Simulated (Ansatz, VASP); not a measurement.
**PbO2: VASP beside Ansatz**

```xyz
6
Lattice="4.9577 0.0000 0.0000 0.0000 4.9577 0.0000 0.0000 0.0000 3.3879" Properties=species:S:1:pos:R:3 pbc="T T T"
Pb    0.0000    0.0000    0.0000
Pb    2.4788    2.4788    1.6940
O     1.5230    1.5230    0.0000
O     0.9558    4.0019    1.6940
O     3.4347    3.4347    0.0000
O     4.0019    0.9558    1.6940
```

Alike in both runs: task single point; functional PBE; k mesh 8 × 8 × 10; occupations gaussian, width 0.1 eV; no spin polarisation.

```csv
,VASP,Ansatz
version,VASP 6.6.1,Ansatz 0.2.0
potentials or method,"VASP PAW PBE potentials, release 64 (Pb_d, O), cutoff 520 eV","scalar-relativistic, plane waves, PAW"
valence electrons in the cell,52,52
```

```csv
,VASP,Ansatz,Ansatz less VASP
pressure (GPa),9.3,9.0,-0.30
"traceless stress, the component that is largest in VASP (GPa)",1.43,1.32,-0.118
rms of the force components (eV/Å),0.034,0.030,-0.0046
```

Atom by atom the forces differ by 0.005 eV/Å (rms over components). The functional is the same, so the differences come from potentials, cutoffs and numerics.

Spin-orbit coupling is off throughout.
